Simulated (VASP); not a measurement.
# Si32PC30 (a cell with a defect) in VASP: a series of runs

Si32PC30 (a cell with a defect) is run at these levels: PBE; tasks: single point.

Program: VASP 6.6.1. These are calculated values, not measurements. Logs are shortened: lines on timing, memory, paths and dates and some standing lists are left out, and cuts for length are marked.

### Step 1. The cell of the first run

The cell holds a defect, 63 atoms: a = 8.708 Å, b = 8.708 Å, c = 8.708 Å, α = 90.00°, β = 90.00°, γ = 90.00°.

### Step 2. Single point, PBE, collinear spin, zero start

INCAR reads:

```
SYSTEM = Si32PC30
PREC = Accurate
ENCUT = 520
EDIFF = 1E-7
ISMEAR = 0
SIGMA = 0.05
LREAL = Auto
LASPH = .True.
NELM = 150
ALGO = Normal
ISIF = 2
LWAVE = .False.
LCHARG = .False.
ISPIN = 2
MAGMOM = 0 0 0 0 0 0 0 0 0 0 0 0 0 0 0 0 0 0 0 0 0 0 0 0 0 0 0 0 0 0 0 0 0 0 0 0 0 0 0 0 0 0 0 0 0 0 0 0 0 0 0 0 0 0 0 0 0 0 0 0 0 0 0
LORBIT = 11
GGA = PE
NBANDS = 168
```

KPOINTS reads:

```
regular mesh
0
Gamma
  1 1 1
  0 0 0
```

POSCAR reads:

```
Si32PC30
1.0
    8.7079860000      0.0000000000      0.0000000000
    0.0000000000      8.7079860000      0.0000000000
    0.0000000000      0.0000000000      8.7079860000
Si C P
32 30 1
Direct
    0.6392730765      0.1094009568      0.1071764470
    0.8734415742      0.3745536568      0.1228257602
    0.8736534487      0.1209288807      0.3774490450
    0.1249897508      0.1212978523      0.1226678591
    0.3389930806      0.4097581232      0.1003218195
    0.6274406045      0.6237367630      0.1226806061
    0.8787896535      0.8699205534      0.1212992304
    0.3583618531      0.1071926390      0.3908449095
    0.6415661440      0.3904243760      0.3908816574
    0.8782127119      0.6245975820      0.3745375796
    0.6253307022      0.1233989122      0.6251783133
    0.8750731800      0.3723677323      0.6268106081
    0.8756016604      0.1219134941      0.8738476382
    0.1308351897      0.6178677825      0.1121618707
    0.3741794027      0.8752510626      0.1228054340
    0.1104882346      0.3589986249      0.3898373286
    0.3897430474      0.6382840992      0.3898831486
    0.6278286391      0.8750469971      0.3774403174
    0.1212292946      0.1209643654      0.6267235616
    0.3743969042      0.3743559073      0.6284221174
    0.6277952215      0.6275152486      0.6267343563
    0.8749076997      0.8738389106      0.6235544017
    0.3754020735      0.1235777136      0.8756658543
    0.6251268663      0.3733240958      0.8756505810
    0.8734435264      0.6247427362      0.8746679198
    0.1241138881      0.8705048446      0.3745388429
    0.1258582639      0.6228746808      0.6271690147
    0.3763599298      0.8736494294      0.6268202544
    0.1215912612      0.3731240496      0.8714651126
    0.3756080912      0.6270994234      0.8714714286
    0.6268542462      0.8730655975      0.8738206515
    0.1239851557      0.8752666805      0.8746749248
    0.4997016532     -0.0045252714     -0.0036404514
    0.7531658870      0.2490349663     -0.0035802768
    0.7533717900     -0.0046507884      0.2489807632
   -0.0000946258     -0.0018329152     -0.0006194314
    0.2436086829      0.2477207703     -0.0037588485
    0.5010380127      0.5051015240     -0.0037488577
    0.7505675824      0.7487993205     -0.0006032394
    0.2464675529     -0.0053995264      0.2495317517
    0.7541077811      0.5022648176      0.2495400199
    0.5007873233     -0.0036039332      0.5025300913
    0.7523151737      0.2479606651      0.5025612122
    0.7503862546     -0.0016446972      0.7484510196
   -0.0027082037      0.4963341696     -0.0026930452
    0.2523962487      0.7514060082     -0.0026890259
   -0.0004486686      0.2481201738      0.2474846652
    0.5006202353      0.7491563491      0.2474924741
    0.0004294908     -0.0031682412      0.4987158914
    0.2477327134      0.2493404330      0.5063839101
    0.4994095075      0.5010388166      0.5064122749
    0.7519310435      0.7482965636      0.4987241596
    0.2500591985     -0.0011289637      0.7482599306
    0.5001441206      0.2485765365      0.7507375414
    0.7498604155      0.4986590470      0.7482579784
    0.0075721298      0.7411332540      0.2472521201
    0.0014455696      0.4998286630      0.5020045967
    0.2488964727      0.7473036819      0.5020380143
   -0.0017288728      0.2469395334      0.7487183604
    0.2498481279      0.4988806826      0.7508142526
    0.5017889326      0.7504344862      0.7487236429
   -0.0001183971      0.7488478966      0.7497379991
    0.4878424242      0.2609594228      0.2446158044
```

Potentials or basis: VASP PAW PBE potentials, release 64 (Si, C, P).

The run is started by

```
$ cat potpaw_PBE.64/Si/POTCAR potpaw_PBE.64/C/POTCAR potpaw_PBE.64/P/POTCAR > POTCAR
$ mpirun -np 1 vasp_gam > vasp.out
```

OUTCAR:

```text
SYSTEM = Si32PC30
   PREC = Accurate
   ENCUT = 520
   EDIFF = 1E-7
   ISMEAR = 0
   LREAL = Auto
   LASPH = .True.
   NELM = 150
   ISIF = 2
   ISPIN = 2
   LORBIT = 11
   GGA = PE

 ion  position               nearest neighbor table
   1  0.639  0.109  0.107-  34 1.84  33 1.84  35 1.87  63 2.22  13 2.89  31 2.89   7 2.95  23 3.06
                            24 3.06  15 3.08   2 3.08  18 3.12   3 3.12
   2  0.873  0.375  0.123-  45 1.87  34 1.87  41 1.88  47 1.90   6 3.05  24 3.05  25 3.07  29 3.08
                             1 3.08  14 3.09  13 3.09   9 3.09  10 3.09   4 3.11  16 3.11   3 3.13
   3  0.874  0.121  0.377-  49 1.87  43 1.88  35 1.88  47 1.93  16 2.93  18 3.03  22 3.04  11 3.05
                            19 3.06  12 3.08  26 3.08   9 3.10   4 3.12   1 3.12   7 3.12   2 3.13
   4  0.125  0.121  0.123-  36 1.87  37 1.87  40 1.89  47 1.90  32 3.04  15 3.05  23 3.06   7 3.06
                            13 3.07  26 3.10  29 3.10   8 3.10   2 3.11   3 3.12  16 3.12   5 3.13
   5  0.339  0.410  0.100-  38 1.87  37 1.87  63 2.22  14 2.57  30 2.77  29 2.77   6 3.13   4 3.13
[... 7 lines left out ...]
   9  0.642  0.390  0.391-  43 1.85  41 1.85  51 1.86  63 2.16  12 2.89  10 2.90  21 2.91  17 3.08
                             2 3.09  11 3.10   6 3.10   3 3.10  20 3.12
  10  0.878  0.625  0.375-  41 1.87  56 1.88  52 1.88  57 1.89   9 2.90  26 3.03  22 3.07   7 3.07
                            16 3.08  27 3.08  18 3.08   2 3.09   6 3.09  21 3.09  12 3.11
  11  0.625  0.123  0.625-  44 1.88  43 1.88  42 1.88  54 1.89   3 3.05  18 3.05  12 3.07  28 3.07
                            13 3.07  31 3.07  22 3.07  24 3.08  23 3.08  20 3.09   8 3.10   9 3.10
  12  0.875  0.372  0.627-  59 1.86  43 1.87  55 1.88  57 1.90   9 2.89  16 2.91  29 3.02  13 3.06
                            19 3.06  11 3.07  24 3.07  25 3.08   3 3.08  27 3.09  21 3.09  10 3.11
  13  0.876  0.122  0.874-  34 1.87  59 1.87  36 1.88  44 1.88   1 2.89  19 3.03  32 3.05  29 3.06
                            12 3.06  31 3.06   4 3.07  22 3.07  11 3.07   7 3.08   2 3.09  24 3.09
  14  0.131  0.618  0.112-  45 1.86  46 1.86  56 1.92   5 2.57  29 2.99  30 2.99  25 3.05  32 3.05
                             2 3.09  15 3.09   7 3.10
  15  0.374  0.875  0.123-  46 1.87  33 1.87  40 1.88  48 1.90   4 3.05  23 3.05  32 3.07  30 3.08
                             1 3.08  14 3.09  31 3.09   8 3.09  26 3.09   6 3.11  17 3.11  18 3.13
  16  0.110  0.359  0.390-  57 1.83  50 1.84  47 1.84  12 2.91  19 2.93   3 2.93  10 3.08   8 3.08
                            27 3.09  20 3.10   2 3.11   4 3.12
  17  0.390  0.638  0.390-  58 1.83  51 1.84  48 1.84  28 2.91  21 2.93  18 2.93  26 3.08   9 3.08
                            27 3.09  20 3.10  15 3.11   6 3.12
  18  0.628  0.875  0.377-  52 1.87  42 1.88  35 1.88  48 1.93  17 2.93   3 3.03  22 3.04  11 3.05
                            21 3.06  10 3.08  28 3.08   8 3.10   6 3.12   1 3.12   7 3.12  15 3.13
  19  0.121  0.121  0.627-  59 1.87  53 1.87  49 1.88  50 1.89   8 2.92  16 2.93  13 3.03  22 3.04
                            32 3.04   3 3.06  29 3.06  12 3.06  28 3.09  26 3.10  23 3.10  20 3.12
  20  0.374  0.374  0.628-  60 1.87  51 1.88  50 1.88  54 1.88  30 3.05  29 3.05  27 3.06  24 3.07
                            23 3.07  11 3.09  17 3.10  16 3.10   9 3.12   8 3.12  21 3.12  19 3.12
  21  0.628  0.628  0.627-  61 1.86  55 1.87  52 1.88  51 1.89   9 2.91  17 2.93  31 3.03  22 3.04
                            25 3.04  18 3.06  30 3.06  28 3.06  12 3.09  10 3.09  24 3.10  20 3.12
  22  0.875  0.874  0.624-  52 1.88  49 1.88  44 1.88  62 1.89  18 3.04   3 3.04  21 3.04  19 3.04
                            26 3.07  10 3.07  31 3.07  13 3.07  11 3.07  32 3.08  25 3.08  27 3.09
  23  0.375  0.124  0.876-  33 1.88  54 1.88  37 1.89  53 1.90  15 3.05   1 3.06   4 3.06  20 3.07
                            28 3.07  24 3.08  32 3.08  11 3.08  31 3.09  19 3.10  29 3.10
  24  0.625  0.373  0.876-  34 1.88  54 1.88  38 1.89  55 1.90   2 3.05   1 3.06   6 3.06  20 3.07
                            12 3.07  23 3.08  25 3.08  11 3.08  13 3.09  21 3.10  30 3.10
  25  0.873  0.625  0.875-  39 1.87  45 1.89  62 1.89  55 1.89   7 3.03  21 3.04   6 3.04  31 3.05
                            14 3.05   2 3.07  24 3.08  29 3.08  27 3.08  22 3.08  12 3.08  32 3.09
  26  0.124  0.871  0.375-  40 1.87  56 1.88  49 1.88  58 1.89   8 2.90  10 3.03  22 3.07   7 3.07
[... 42 lines left out ...]
  62  1.000  0.749  0.750-  27 1.88  32 1.89  25 1.89  22 1.89
  63  0.488  0.261  0.245-   9 2.16   8 2.16   1 2.22   5 2.22

  LATTYP: Found a simple cubic cell.
 ALAT       =     8.7079860000

  Lattice vectors:

 A1 = (   8.7079860000,   0.0000000000,   0.0000000000)
 A2 = (   0.0000000000,   8.7079860000,   0.0000000000)
 A3 = (   0.0000000000,   0.0000000000,   8.7079860000)

Analysis of symmetry for initial positions (statically):
=====================================================================
 Subroutine PRICEL returns:
 Original cell was already a primitive cell.

 Routine SETGRP: Setting up the symmetry group for a
 simple cubic supercell.

 Subroutine GETGRP returns: Found  1 space group operations
 (whereof  1 operations were pure point group operations)
 out of a pool of 48 trial point group operations.

The static configuration has the point symmetry C_1 .

[... 246 lines left out ...]
  Fermi-wavevector in a.u.,A,eV,Ry     =   1.189042  2.246964 19.236209  1.413821
  Thomas-Fermi vector in A             =   2.325158
   LORBIT       =     11    0 simple, 1 ext, 2 COOP (PROOUT), +10 PAW based schemes
   GGA     = PE    functional components
   LHFCALC =     F    Hartree Fock is set to
   AEXX    =    0.0000 exact exchange contribution
   IVDW    =     0    specifies the selected vdW correction
   LEPSILON=     F    determine dielectric tensor
   LRPA    =     F    only Hartree local field effects (RPA)
 spin polarized calculation
 Gauss-broadening in eV      SIGMA  =   0.05
  energy-cutoff  :      520.00
  volume of cell :      660.32
 maximum number of plane-waves:      8923
 NGX is ok and might be reduce to    70
   NGX = 33   NGY = 33   NGZ = 33

 number of electron     253.0000003 magnetization      -0.0078009

 number of electron     253.0000003 magnetization       0.0003968

 Free energy of the ion-electron system (eV)
  ---------------------------------------------------
  ext. energy  EPLUGINS =         0.00000000
  ---------------------------------------------------
  free energy    TOTEN  =      -460.25156357 eV

  energy without entropy =     -460.22335409  energy(sigma->0) =     -460.23745883

 E-fermi :   9.5098     XC(G=0): -11.3580

 val. band max:        9.5097382641   @ k =   0.0000   0.0000   0.0000
 cond. band min:       9.5098230268   @ k =   0.0000   0.0000   0.0000
 fundamental gap:      0.0000847627
 Fermi energy:         9.5097806411

 spin component 1

 k-point     1 :       0.0000    0.0000    0.0000
  band No.  band energies     occupation
      1      -7.2599      1.00000
      2      -5.7999      1.00000
      3      -5.7791      1.00000
      4      -5.7467      1.00000
      5      -5.6768      1.00000
      6      -5.5576      1.00000
[... 130 lines left out ...]
    137      12.3493      0.00000
    138      12.3661      0.00000
 Fermi energy:         9.5097806411

 spin component 2

 k-point     1 :       0.0000    0.0000    0.0000
  band No.  band energies     occupation
      1      -7.2599      1.00000
      2      -5.7999      1.00000
      3      -5.7791      1.00000
      4      -5.7467      1.00000
      5      -5.6768      1.00000
      6      -5.5576      1.00000
[... 130 lines left out ...]
    137      12.3493      0.00000
    138      12.3662      0.00000
 [bands above 138 left out]

------------------------ aborting loop because EDIFF is reached ----------------------------------------

  FORCE on cell =-STRESS in cart. coord.  units (eV):
  Direction    XX          YY          ZZ          XY          YZ          ZX
  --------------------------------------------------------------------------------------
  -------------------------------------------------------------------------------------
  Total       28.1548677     28.1217513     29.2294045      6.7582203     -1.3211450      1.3090724
  in kB       68.3141875     68.2338347     70.9214136     16.3979577     -3.2055894      3.1762969
  external PRESSURE =      69.1564786 kB  Pullay stress =       0.0000000 kB

 VOLUME and BASIS-vectors are now :
 -----------------------------------------------------------------------------
  energy-cutoff  :      520.00
  volume of cell :      660.32
      direct lattice vectors                 reciprocal lattice vectors
     8.707986000  0.000000000  0.000000000     0.114837116  0.000000000  0.000000000
     0.000000000  8.707986000  0.000000000     0.000000000  0.114837116  0.000000000
     0.000000000  0.000000000  8.707986000     0.000000000  0.000000000  0.114837116

 POSITION                                       TOTAL-FORCE (eV/Angst)
 -----------------------------------------------------------------------------------
      5.56678      0.95266      0.93329        -0.018129      0.019520      0.008340
      7.60592      3.26161      1.06957        -0.000838      0.007054      0.005092
      7.60776      1.05305      3.28682        -0.004096      0.000385      0.001472
      1.08841      1.05626      1.06819         0.000258     -0.002879      0.003204
      2.95195      3.56817      0.87360        -0.016676      0.013810     -0.000088
      5.46374      5.43149      1.06830         0.000238     -0.002403      0.003625
[... 55 lines left out ...]
      8.70695      6.52096      6.52871        -0.009709      0.004856     -0.001004
      4.24813      2.27243      2.13011         0.009857     -0.020850      0.005927
 -----------------------------------------------------------------------------------
    total drift:                                0.007851      0.017575     -0.009777

  FREE ENERGIE OF THE ION-ELECTRON SYSTEM (eV)
  ---------------------------------------------------
  free  energy   TOTEN  =      -460.2515635725 eV

  energy  without entropy=     -460.2233540947  energy(sigma->0) =     -460.23745883

 total charge

# of ion       s       p       d       tot
------------------------------------------
    1        0.709   0.996   0.000   1.705
    2        0.695   0.975   0.000   1.671
    3        0.697   0.966   0.000   1.662
    4        0.695   0.975   0.000   1.670
    5        0.730   0.922   0.000   1.652
    6        0.696   0.975   0.000   1.671
[... 55 lines left out ...]
   62        0.840   1.717   0.000   2.556
   63        1.031   1.703   0.000   2.734
--------------------------------------------------
tot         48.698  84.578   0.000 133.276

 magnetization (x)

# of ion       s       p       d       tot
------------------------------------------
    1        0.000   0.000   0.000   0.000
    2        0.000   0.000   0.000   0.000
    3        0.000   0.000   0.000   0.000
    4        0.000   0.000   0.000   0.000
    5        0.000   0.000   0.000   0.000
    6        0.000   0.000   0.000   0.000
[... 55 lines left out ...]
   62        0.000  -0.000   0.000   0.000
   63        0.000   0.000   0.000   0.000
--------------------------------------------------
tot          0.000   0.000   0.000   0.000
```

Wall time 15 min (1 thread of Oxide Virtual Turin-like, shared host); peak memory 0.95 GiB.

Results:

- Free energy: -460.2516 eV
- Pressure: 6.9 GPa
- Largest force: 0.035 eV/Å
- Net moment: 0.00 μB per cell
- Valence electrons inside the program's atomic spheres: Si 1.71, 1.67, 1.66, 1.65, 1.72, 1.68, 1.63 (each value once); C 2.58, 2.54, 2.57, 2.56, 2.55, 2.53, 2.59 (each value once); P 2.73

Forces on the atoms (eV/Å):
```
Si  -0.018  0.020  0.008
Si  -0.001  0.007  0.005
Si  -0.004  0.000  0.001
Si   0.000 -0.003  0.003
Si  -0.017  0.014  0.000
Si   0.000 -0.002  0.004
Si   0.002  0.002 -0.010
Si  -0.004  0.007 -0.014
Si  -0.011 -0.002 -0.012
Si  -0.010 -0.017  0.003
Si   0.008 -0.010 -0.001
Si  -0.001  0.009 -0.005
Si  -0.005 -0.009  0.002
Si   0.014 -0.014 -0.029
Si  -0.009  0.000  0.008
Si   0.011  0.004  0.001
Si  -0.004 -0.013  0.003
Si  -0.002  0.006  0.004
Si   0.014 -0.008 -0.003
Si  -0.011  0.006  0.009
Si   0.007 -0.012  0.001
Si  -0.005  0.005  0.005
Si  -0.007  0.004 -0.002
Si   0.000  0.005 -0.002
Si   0.006 -0.002 -0.001
Si   0.022  0.013  0.003
Si   0.008 -0.010  0.010
Si  -0.011  0.004 -0.007
Si   0.010  0.006 -0.002
Si  -0.007 -0.006 -0.001
Si   0.006  0.008  0.000
Si   0.002 -0.004 -0.001
C    0.006  0.003  0.009
C    0.015 -0.011  0.011
C    0.014  0.003 -0.007
C   -0.002  0.007  0.006
C   -0.013 -0.011 -0.013
C    0.003  0.013 -0.016
C   -0.003 -0.001  0.001
C   -0.010  0.008  0.003
C    0.003 -0.006  0.003
C   -0.003 -0.008  0.016
C    0.014 -0.003  0.002
C   -0.001  0.007 -0.004
C   -0.012 -0.004 -0.011
C    0.011  0.017 -0.001
C   -0.006 -0.005 -0.002
C    0.006  0.008 -0.005
C    0.002 -0.004  0.002
C    0.004 -0.020 -0.001
C    0.011 -0.007 -0.003
C    0.003 -0.006  0.005
C   -0.004  0.009 -0.002
C    0.003 -0.009  0.001
C   -0.007  0.009  0.000
C    0.003  0.008  0.011
C   -0.016  0.005  0.014
C   -0.010  0.008 -0.001
C    0.010 -0.004 -0.001
C   -0.002  0.002 -0.001
C   -0.004 -0.004 -0.005
C   -0.010  0.005 -0.001
P    0.010 -0.021  0.006
```

Caveat: the k points lie up to 0.72 Å⁻¹ apart; no moment was typed at the start, so none could form.

(Continued in part 2 of 4.)
